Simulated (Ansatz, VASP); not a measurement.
## Two plane-wave programs on Ca

```
CELL_PARAMETERS angstrom
0.00000 2.78387 2.78387
2.78387 0.00000 2.78387
2.78387 2.78387 0.00000
ATOMIC_POSITIONS crystal
Ca 0.00000 0.00000 0.00000
```

Alike in both runs: functional r2SCAN; k mesh 18 × 18 × 18; occupations gaussian, width 0.1 eV; no spin polarisation.

Ansatz relaxed the structure, and its values are those at the end. VASP's run is a single point on that final structure, the one shown.

```csv
,VASP,Ansatz
version,VASP 6.6.1,Ansatz 0.2.0
potentials or method,"VASP PAW PBE potentials, release 64 (Ca_sv), cutoff 520 eV","scalar-relativistic, plane waves, PAW"
valence electrons in the cell,10,10
```

|  | VASP | Ansatz | Ansatz less VASP |
| --- | --- | --- | --- |
| gap on the k mesh at the Fermi level (eV) | none | none | - |
| pressure (GPa) | 0.0 | 0.0 | -0.04 |

VASP's potentials were made for PBE, not for r2SCAN. A gap of «none» marks a metal or a gap that the smearing closes.
